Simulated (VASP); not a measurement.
LiF:

```
Li F
1.0
     0.00000    2.14461    2.14461
     2.14461    0.00000    2.14461
     2.14461    2.14461    0.00000
Li F
1 1
Direct
  0.00000 0.00000 0.00000
  0.25000 0.25000 0.25000
```

Base run:

| Quantity | Value |
| --- | --- |
| Program | VASP 6.6.1 |
| Functional | r2SCAN |
| Potentials or basis | VASP PAW PBE potentials, release 64 (Li_sv, F) |
| Cutoff | 520 eV |
| k mesh | 8 × 8 × 8 |
| Occupations | gaussian, width 0.01 eV |
| Spin | no spin polarisation |

Its results: band gap on the k mesh 8.76 eV, direct.

Problem. The run is repeated on the same cell with these changes: k mesh from 8 × 8 × 8 to 8 × 8 × 8, shifted; further incar settings from ALGO = Normal; EDIFF = 1e-07; NBANDS = 12 to ALGO = Normal; EDIFF = 1e-07; NBANDS = 12; ISYM = 0. What comes out?

Solution. Band gap on the k mesh 8.88 eV, direct.

A k mesh can miss the band edges.
